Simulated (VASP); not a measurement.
Set up this calculation in VASP 6.6.1, as the native input.

```yaml
Task: relaxation of cell and atoms
Functional: PBE
Potentials_or_basis: VASP PAW PBE potentials, release 64 (Au)
Cutoff: 600 eV
k_mesh: 18 × 18 × 18
Occupations: gaussian, width 0.1 eV
Spin: no spin polarisation
Dipole_correction: no
Further_INCAR_settings: ALGO = Normal; EDIFF = 1e-06; IBRION = 2; EDIFFG = -0.005; NSW = 100; ISIF = 3
```

The structure of Au lies in POSCAR:

```
Au
1.0
    0.0000000000      2.0828373995      2.0828373995
    2.0828373995      0.0000000000      2.0828373995
    2.0828373995      2.0828373995      0.0000000000
Au
1
Direct
    0.0000000000      0.0000000000      0.0000000000
```

The input as run:

INCAR

```
SYSTEM = Au
PREC = Accurate
ENCUT = 600
EDIFF = 1E-6
ISMEAR = 0
SIGMA = 0.1
LREAL = .FALSE.
LASPH = .TRUE.
NELM = 60
ALGO = Normal
ISIF = 3
LWAVE = .FALSE.
LCHARG = .FALSE.
GGA = PE
IBRION = 2
NSW = 100
EDIFFG = -0.005
```

KPOINTS

```
Automatic mesh
0
G
  18 18 18
  0 0 0
```

Potentials or basis: VASP PAW PBE potentials, release 64 (Au).

Launch:

```console
$ cat potpaw_PBE.64/Au/POTCAR > POTCAR
$ mpirun -np 1 vasp_std > vasp.out
```

It gave:

* Relaxed volume: 17.95 Å³/atom
* Relaxed cell: a = 2.939 Å, b = 2.939 Å, c = 2.939 Å, α = 60.00°, β = 60.00°, γ = 60.00°
* Space group after relaxing (to 0.1 Å): Fm-3m (No. 225)
* Energy gained by relaxing: 0.4 meV/atom
* Ionic steps: 3
* Pressure after relaxing: 0.0 GPa
* Band gap on the k mesh: zero (an odd number of electrons rules out a gap without spin polarisation)

Caveat: spin-orbit coupling is left out, which moves the levels of the heavy elements.

Wall time 84 s on 1 thread of AMD EPYC 7R13 (shared host), peak memory 0.15 GiB.
